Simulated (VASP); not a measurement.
# Ag (Pm-3m) in VASP: a series of runs

Ag is run at these levels: PBE; tasks: single point, relaxation of cell and atoms.

All numbers are computed with VASP 6.6.1; they aren't measurements. Logs are shortened: lines on timing, memory, paths and dates and some standing lists are left out, and cuts for length are marked.

### Step 1. The cell of the first run

It takes space group Pm-3m (No. 221, cubic). The conventional cell has a = 2.378 Å, b = 2.378 Å, c = 2.378 Å, α = 90.00°, β = 90.00°, γ = 90.00°. Within 3.1 Å of Ag (site symmetry m-3m) lie 6 Ag at 2.38 Å.

This isn't the form of Ag at room conditions, which is fcc.

### Step 2. Single point, PBE

Input file INCAR:

```
PREC = Accurate
ENCUT = 520
EDIFF = 1E-7
ISMEAR = -1
SIGMA = 0.08
LREAL = False
LASPH = True
NELM = 100
ALGO = Normal
ISIF = 2
LWAVE = False
LCHARG = True
GGA = PE
LELF = True
LVHAR = True
NBANDS = 12
```

Input file KPOINTS:

```
regular mesh
0
Gamma
  16 16 16
```

Input file POSCAR:

```
Ag
1.0
    2.3776599640      0.0000000000      0.0000000000
    0.0000000000      2.3776599640      0.0000000000
    0.0000000000      0.0000000000      2.3776599640
Ag
1
Direct
    0.0000000000      0.0000000000      0.0000000000
```

Potentials or basis: VASP PAW PBE potentials, release 64 (Ag).

Started as:

```
$ cat potpaw_PBE.64/Ag/POTCAR > POTCAR
$ mpirun -np 1 vasp_std > vasp.out
```

OUTCAR:

```text
PREC = Accurate
   ENCUT = 520
   EDIFF = 1E-7
   ISMEAR = -1
   LREAL = False
   LASPH = True
   NELM = 100
   ISIF = 2
   GGA = PE

 ion  position               nearest neighbor table
   1  0.000  0.000  0.000-

  LATTYP: Found a simple cubic cell.
 ALAT       =     2.3776599640

  Lattice vectors:

 A1 = (   2.3776599640,   0.0000000000,   0.0000000000)
 A2 = (   0.0000000000,   2.3776599640,   0.0000000000)
 A3 = (   0.0000000000,   0.0000000000,   2.3776599640)

Analysis of symmetry for initial positions (statically):
=====================================================================
 Subroutine PRICEL returns:
 Original cell was already a primitive cell.

 Routine SETGRP: Setting up the symmetry group for a
 simple cubic supercell.

 Subroutine GETGRP returns: Found 48 space group operations
 (whereof 48 operations were pure point group operations)
 out of a pool of 48 trial point group operations.

The static configuration has the point symmetry O_h .

Analysis of symmetry for dynamics (positions and initial velocities):
=====================================================================
 Subroutine PRICEL returns:
 Original cell was already a primitive cell.

 Routine SETGRP: Setting up the symmetry group for a
 simple cubic supercell.

 Subroutine GETGRP returns: Found 48 space group operations
 (whereof 48 operations were pure point group operations)
 out of a pool of 48 trial point group operations.

The dynamic configuration has the point symmetry O_h .

 Subroutine INISYM returns: Found 48 space group operations
 (whereof 48 operations are pure point group operations),
 and found     1 'primitive' translations

----------------------------------------------------------------------------------------

                                     Primitive cell

  volume of cell :      13.4415

  direct lattice vectors                    reciprocal lattice vectors
     2.377659964  0.000000000  0.000000000     0.420581587  0.000000000  0.000000000
     0.000000000  2.377659964  0.000000000     0.000000000  0.420581587  0.000000000
     0.000000000  0.000000000  2.377659964     0.000000000  0.000000000  0.420581587

  length of vectors
     2.377659964  2.377659964  2.377659964     0.420581587  0.420581587  0.420581587

  position of ions in fractional coordinates (direct lattice)
     0.000000000  0.000000000  0.000000000

  ion indices of the primitive-cell ions
   primitive index   ion index
                 1           1

----------------------------------------------------------------------------------------

 KPOINTS: regular mesh

Automatic generation of k-mesh.
 Grid dimensions read from file:
 generate k-points for:   16   16   16

 Generating k-lattice:

  Cartesian coordinates                     Fractional coordinates (reciprocal lattice)
     0.026286349  0.000000000  0.000000000     0.062500000  0.000000000  0.000000000
     0.000000000  0.026286349  0.000000000     0.000000000  0.062500000  0.000000000
     0.000000000  0.000000000  0.026286349     0.000000000  0.000000000  0.062500000

  Length of vectors
     0.026286349  0.026286349  0.026286349

  Shift w.r.t. Gamma in fractional coordinates (k-lattice)
     0.000000000  0.000000000  0.000000000

 Subroutine IBZKPT returns following result:
 ===========================================

 Found    165 irreducible k-points:

 Following reciprocal coordinates:
            Coordinates               Weight
  0.000000  0.000000  0.000000      1.000000
  0.062500  0.000000  0.000000      6.000000
  0.125000  0.000000  0.000000      6.000000
  0.187500  0.000000  0.000000      6.000000
  0.250000  0.000000  0.000000      6.000000
  0.312500  0.000000  0.000000      6.000000
[... 16 lines left out ...]
  0.437500  0.125000  0.000000     24.000000
  0.500000  0.125000  0.000000     12.000000
 [... further k-points ...]
   k-points           NKPTS =    165   k-points in BZ     NKDIM =    165   number of bands    NBANDS=     12
   number of dos      NEDOS =    301   number of ions     NIONS =      1
   total plane-waves  NPLWV =   5832
   dimension x,y,z NGX =    18 NGY =   18 NGZ =   18
   dimension x,y,z NGXF=    36 NGYF=   36 NGZF=   36
   ions per type =               1
   NGX,Y,Z   is equivalent  to a cutoff of  12.59, 12.59, 12.59 a.u.
   NGXF,Y,Z  is equivalent  to a cutoff of  25.17, 25.17, 25.17 a.u.
 SYSTEM =  unknown system
   PREC   = accura    normal or accurate (medium, high low for compatibility)
   ISTART =      0    job   : 0-new  1-cont  2-samecut
   ICHARG =      2    charge: 1-file 2-atom 10-const
   ISPIN  =      1    spin polarized calculation?
   LNONCOLLINEAR =      F non collinear calculations
   LSORBIT =      F    spin-orbit coupling
   LASPH  =      T    aspherical Exc in radial PAW
   ENCUT  =  520.0 eV  38.22 Ry    6.18 a.u.   4.42  4.42  4.42*2*pi/ulx,y,z
   NELM   =    100;   NELMIN=  2; NELMDL= -5     # of ELM steps
   EDIFF  = 0.1E-06   stopping-criterion for ELM
   LREAL  =      F    real-space projection
   EDIFFG = 0.1E-05   stopping-criterion for IOM
   NSW    =      0    number of steps for IOM
   IBRION =     -1    ionic relax: 0-MD 1-quasi-New 2-CG
   NFREE  =      0    steps in history (QN), initial steepest desc. (CG)
   ISIF   =      2    stress and relaxation
   ISYM   =      2    0-nonsym 1-usesym 2-fastsym
   POTIM  = 0.5000    time-step for ionic-motion
   TEBEG  =    0.0;   TEEND  =   0.0 temperature during run
   PSTRESS=    0.0 pullay stress
   NELECT =      11.0000    total number of electrons
   NUPDOWN=      -1.0000    fix difference up-down
   EMIN   =  10.00;   EMAX   =-10.00  energy-range for DOS
   EFERMI =   0.00;   METHOD = LEGACY
   ISMEAR =    -1;   SIGMA  =   0.08  broadening in eV -4-tet -1-fermi 0-gaus
   EFERMI_NEDOS =   21; number of points for ismear=-14 and -15
   IALGO  =     38    algorithm
   IMIX   =      4    mixing-type and parameters
     AMIX     =   0.40;   BMIX     =  1.00
     AMIX_MAG =   1.60;   BMIX_MAG =  1.00
  volume/ion in A,a.u.               =      13.44        90.71
  Fermi-wavevector in a.u.,A,eV,Ry     =   1.531285  2.893709 31.903393  2.344833
  Thomas-Fermi vector in A             =   2.638651
   LORBIT       =      0    0 simple, 1 ext, 2 COOP (PROOUT), +10 PAW based schemes
   GGA     = PE    functional components
   LHFCALC =     F    Hartree Fock is set to
   AEXX    =    0.0000 exact exchange contribution
   IVDW    =     0    specifies the selected vdW correction
   LEPSILON=     F    determine dielectric tensor
   LRPA    =     F    only Hartree local field effects (RPA)
 non-spin polarized calculation
  energy-cutoff  :      520.00
  volume of cell :       13.44
 maximum number of plane-waves:       375
 NGX is ok and might be reduce to    18
   NGX =  9   NGY =  9   NGZ =  9

 number of electron      11.0000004 magnetization

 Free energy of the ion-electron system (eV)
  ---------------------------------------------------
  ext. energy  EPLUGINS =         0.00000000
  ---------------------------------------------------
  free energy    TOTEN  =        -0.96834758 eV

  energy without entropy =       -0.96539432  energy(sigma->0) =       -0.96687095

 E-fermi :  12.1274     XC(G=0): -13.5774

 val. band max:       12.0452155676   @ k =   0.3750   0.3125   0.0625
 cond. band min:      12.4206770553   @ k =   0.3750   0.2500   0.1875
 fundamental gap:      0.3754614877
 Fermi energy:        12.1274486700

 k-point     1 :       0.0000    0.0000    0.0000
  band No.  band energies     occupation
      1       2.7053      2.00000
      2       3.5490      2.00000
      3       3.5490      2.00000
      4       9.4563      2.00000
      5       9.4563      2.00000
      6       9.4563      2.00000
      7      29.3762      0.00000
      8      29.3762      0.00000
      9      29.3762      0.00000
     10      37.0069      0.00000
     11      37.0069      0.00000
     12      37.5924      0.00000

 k-point     2 :       0.0625    0.0000    0.0000
  band No.  band energies     occupation
      1       2.8273      2.00000
      2       3.5711      2.00000
      3       3.6616      2.00000
      4       9.3645      2.00000
      5       9.3645      2.00000
      6       9.4637      2.00000
      7      28.4195      0.00000
      8      29.5871      0.00000
      9      29.5871      0.00000
     10      36.5621      0.00000
     11      37.2145      0.00000
     12      38.5008      0.00000

 k-point     3 :       0.1250    0.0000    0.0000
  band No.  band energies     occupation
      1       3.1290      2.00000
      2       3.6344      2.00000
      3       4.0486      2.00000
      4       9.1103      2.00000
      5       9.1103      2.00000
      6       9.4845      2.00000
      7      26.4094      0.00000
      8      30.1943      0.00000
      9      30.1943      0.00000
     10      35.4968      0.00000
     11      37.1975      0.00000
     12      40.9746      0.00000
[... 286 lines left out ...]
 k-point    23 :       0.4375    0.1250    0.0000
  band No.  band energies     occupation
      1       4.3764      2.00000
      2       5.2767      2.00000
      3       6.3456      2.00000
      4       7.5145      2.00000
      5       9.3363      2.00000
      6      10.8516      2.00000
      7      16.9366      0.00000
      8      30.2219      0.00000
      9      33.0528      0.00000
     10      35.1799      0.00000
     11      37.1722      0.00000
     12      41.7969      0.00000

 k-point    24 :       0.5000    0.1250    0.0000
  band No.  band energies     occupation
      1       4.4064      2.00000
      2       5.3743      2.00000
      3       6.2652      2.00000
      4       7.4472      2.00000
      5       9.3451      2.00000
      6      11.4849      1.99935
      7      16.2128      0.00000
      8      30.2476      0.00000
      9      33.7019      0.00000
     10      34.1800      0.00000
     11      37.8474      0.00000
     12      41.1025      0.00000

 [... further k-points ...]

------------------------ aborting loop because EDIFF is reached ----------------------------------------

  FORCE on cell =-STRESS in cart. coord.  units (eV):
  Direction    XX          YY          ZZ          XY          YZ          ZX
  --------------------------------------------------------------------------------------
  -------------------------------------------------------------------------------------
  Total        8.2906391      8.2906391      8.2906391      0.0000000      0.0000000     -0.0000000
  in kB      988.2102564    988.2102564    988.2102564      0.0000000      0.0000000     -0.0000000
  external PRESSURE =     988.2102564 kB  Pullay stress =       0.0000000 kB

 VOLUME and BASIS-vectors are now :
 -----------------------------------------------------------------------------
  energy-cutoff  :      520.00
  volume of cell :       13.44
      direct lattice vectors                 reciprocal lattice vectors
     2.377659964  0.000000000  0.000000000     0.420581587  0.000000000  0.000000000
     0.000000000  2.377659964  0.000000000     0.000000000  0.420581587  0.000000000
     0.000000000  0.000000000  2.377659964     0.000000000  0.000000000  0.420581587

 POSITION                                       TOTAL-FORCE (eV/Angst)
 -----------------------------------------------------------------------------------
      0.00000      0.00000      0.00000         0.000000      0.000000      0.000000
 -----------------------------------------------------------------------------------
    total drift:                               -0.000000      0.000000      0.000000

  FREE ENERGIE OF THE ION-ELECTRON SYSTEM (eV)
  ---------------------------------------------------
  free  energy   TOTEN  =        -0.9683475757 eV

  energy  without entropy=       -0.9653943213  energy(sigma->0) =       -0.96687095
```

It took 24 s on 1 thread of Intel Xeon 8259CL, shared host; peak memory 0.14 GiB.

Results:

```yaml
Free_energy: -0.9683 eV
Pressure: 98.8 GPa
Band_gap_on_the_k_mesh: zero (an odd number of electrons rules out a gap without spin polarisation)
```

Caveat: the cell stands under pressure.

### Step 3. Relaxation of cell and atoms, PBE, target pressure 100 GPa, at which the enthalpy is minimised

This run uses another cell than the first one, of 12.65 Å³/atom.

Input file INCAR:

```
SYSTEM = Ag
ALGO = Normal
EDIFF = 1E-6
EDIFFG = -0.005
ENCUT = 600
GGA = PE
IBRION = 2
ISIF = 3
ISMEAR = -1
LASPH = .True.
LCHARG = .False.
LREAL = .False.
LWAVE = .False.
NELM = 60
NSW = 60
PREC = Accurate
PSTRESS = 1000.0
SIGMA = 0.08
```

Input file KPOINTS:

```
k-points
0
Gamma
  16 16 16
  0 0 0
```

Input file POSCAR:

```
Ag
1.0
    2.3302399805      0.0000000000      0.0000000000
    0.0000000000      2.3302399805      0.0000000000
    0.0000000000      0.0000000000      2.3302399805
Ag
1
Direct
    0.0000000000      0.0000000000      0.0000000000
```

Potentials or basis: VASP PAW PBE potentials, release 64 (Ag).

Started as:

```
$ cat potpaw_PBE.64/Ag/POTCAR > POTCAR
$ mpirun -np 1 vasp_std > vasp.out
```

Wall time 1.8 min (1 thread of Intel Xeon 8259CL, shared host); peak memory 0.15 GiB.

It converged, with:

```
Free energy                                                : -0.9466 eV
Relaxed volume                                             : 13.41 Å³/atom
Relaxed cell                                               : a = 2.376 Å, b = 2.376 Å, c = 2.376 Å, α = 90.00°, β = 90.00°, γ = 90.00°
Space group after relaxing (to 0.1 Å)                      : Pm-3m (No. 221)
Energy change on relaxing (the run minimises the enthalpy) : -544.3 meV/atom
Ionic steps                                                : 17
Pressure after relaxing                                    : 100.0 GPa
Band gap on the k mesh                                     : zero (an odd number of electrons rules out a gap without spin polarisation)
```

Step by step:
| step | energy change (eV) | largest force (eV/Å) | pressure (GPa) | volume (Å³) |
| --- | --- | --- | --- | --- |
| 1 | 0.0000 | 0.0000 | 132.62 | 12.65 |
| 2 | -1.8746 | 0.0000 | 14.65 | 17.98 |
| 3 | -0.6229 | 0.0000 | 95.31 | 13.54 |
| 4 | -0.5498 | 0.0000 | 99.64 | 13.42 |
| 5 | -0.5401 | 0.0000 | 100.26 | 13.40 |
| 6 | -0.5403 | 0.0000 | 100.28 | 13.40 |
| 7 | -0.5408 | 0.0000 | 100.28 | 13.40 |
| 8 | -0.5408 | 0.0000 | 100.24 | 13.40 |
| 9 | -0.5409 | 0.0000 | 100.24 | 13.40 |
| 10 | -0.5409 | 0.0000 | 100.24 | 13.40 |
| 11 | -0.5409 | 0.0000 | 100.24 | 13.40 |
| 12 | -0.5409 | 0.0000 | 100.24 | 13.40 |
| 13 | -0.5411 | 0.0000 | 100.24 | 13.40 |
| 14 | -0.5413 | 0.0000 | 100.23 | 13.40 |
| 15 | -0.5417 | 0.0000 | 100.22 | 13.40 |
| 16 | -0.5426 | 0.0000 | 100.13 | 13.41 |
| 17 | -0.5443 | 0.0000 | 100.02 | 13.41 |

Final structure:
```
Ag
1.0
     2.37568    0.00000    0.00000
     0.00000    2.37568    0.00000
     0.00000    0.00000    2.37568
Ag
1
Direct
  0.00000 0.00000 0.00000
```

Levels at points of the mesh, in eV from the Fermi level:
```
           k point  band 2  band 3  band 4  band 5  band 6  band 7  band 8  band 9
(0.00, 0.00, 0.00)   -8.60   -8.60   -2.67   -2.67   -2.67   17.27   17.27   17.27
(0.50, 0.00, 0.00)   -7.36   -4.74   -4.74   -2.48   -1.94    4.06   18.31   22.43
(0.50, 0.50, 0.00)   -6.99   -4.36   -4.36   -1.11    4.48    4.48   12.21   12.92
(0.50, 0.50, 0.50)   -7.80   -7.80   -0.98   -0.98    9.80   11.72   11.72   11.72
```

Caveat: the cell is relaxed towards a set pressure, so the run minimises the enthalpy, not the energy.

### Step 4. Relaxation of cell and atoms, PBE, target pressure 100 GPa, at which the enthalpy is minimised

Input file INCAR:

```
PREC     = Accurate       # precision mode
ENCUT    = 600            # plane-wave cutoff, eV
EDIFF    = 1E-6           # SCF threshold, eV
ISMEAR   = -1             # smearing method
SIGMA    = 0.08           # smearing width, eV
LREAL    = F              # projectors in reciprocal space
LASPH    = T              # aspherical terms in the spheres
NELM     = 80             # most SCF steps
ALGO     = Normal         # electronic algorithm
ISIF     = 3              # what is computed and relaxed
LWAVE    = F              # write WAVECAR
LCHARG   = F              # write CHGCAR
GGA      = PE             # functional
IBRION   = 2              # ionic algorithm
NSW      = 32             # ionic steps
EDIFFG   = -0.005         # ionic threshold
PSTRESS  = 1000.0
```

Input file KPOINTS:

```
Automatic mesh
0
Gamma
  16 16 16
```

Input file POSCAR:

```
Ag
1.0
    2.3776599640      0.0000000000      0.0000000000
    0.0000000000      2.3776599640      0.0000000000
    0.0000000000      0.0000000000      2.3776599640
Ag
1
Direct
    0.0000000000      0.0000000000      0.0000000000
```

Started as:

```
$ cat potpaw_PBE.64/Ag/POTCAR > POTCAR
$ mpirun -np 1 vasp_std > vasp.out
```

Wall time 37 s (1 thread of Intel Xeon 8259CL, shared host); peak memory 0.15 GiB.

The run converged. Its results:

| Item | Value |
| --- | --- |
| Free energy | -0.9482 eV |
| Relaxed volume | 13.41 Å³/atom |
| Relaxed cell | a = 2.376 Å, b = 2.376 Å, c = 2.376 Å, α = 90.00°, β = 90.00°, γ = 90.00° |
| Space group after relaxing (to 0.1 Å) | Pm-3m (No. 221) |
| Energy change on relaxing (the run minimises the enthalpy) | +20.0 meV/atom |
| Ionic steps | 3 |
| Pressure after relaxing | 100.0 GPa |
| Band gap on the k mesh | zero (an odd number of electrons rules out a gap without spin polarisation) |

The path:
```csv
step,energy change (eV),largest force (eV/Å),pressure (GPa),volume (Å³)
1,0.0000,0.0000,98.81,13.44
2,0.1237,0.0000,106.26,13.25
3,0.0200,0.0000,100.01,13.41
```

Final structure:
```xyz
1
Lattice="2.3758 0.0000 0.0000 0.0000 2.3758 0.0000 0.0000 0.0000 2.3758" Properties=species:S:1:pos:R:3 pbc="T T T"
Ag    0.0000    0.0000    0.0000
```

Levels at points of the mesh, in eV from the Fermi level:
```tsv
k point	band 1	band 2	band 3	band 4	band 5	band 6	band 7	band 8	band 9
(0.00, 0.00, 0.00)	-9.44	-8.60	-8.60	-2.67	-2.67	-2.67	17.27	17.27	17.27
(0.50, 0.00, 0.00)	-7.98	-7.36	-4.74	-4.74	-2.48	-1.94	4.05	18.31	22.43
(0.50, 0.50, 0.00)	-8.92	-6.99	-4.35	-4.35	-1.11	4.48	4.48	12.21	12.92
(0.50, 0.50, 0.50)	-7.80	-7.80	-7.80	-0.98	-0.98	9.80	11.72	11.72	11.72
```

Caveat: the cell is relaxed towards a set pressure, so the run minimises the enthalpy, not the energy.

### Step 5. The runs side by side

| task | cell | cutoff (eV) | gap on the mesh (eV) | pressure (GPa) |
| --- | --- | --- | --- | --- |
| single point | a = 2.378 Å, 1 atom | 520 | none | 98.8 |
| relaxation of cell and atoms | relaxed to 100 GPa from a = 2.330 Å, 1 atom | 600 | none | 100.0 |
| relaxation of cell and atoms | relaxed to 100 GPa from a = 2.378 Å, 1 atom | 600 | none | 100.0 |

Alike in all rows: level PBE; potentials or basis VASP PAW PBE potentials, release 64 (Ag); no spin polarisation; k mesh 16 × 16 × 16; smearing fermi-dirac 0.08 eV.

Caveats: the cell is relaxed towards a set pressure, so the run minimises the enthalpy, not the energy (at least some runs); the cell stands under pressure (at least some runs).

Total energies depend on the potentials used, so only differences within one code and one set of settings carry meaning.
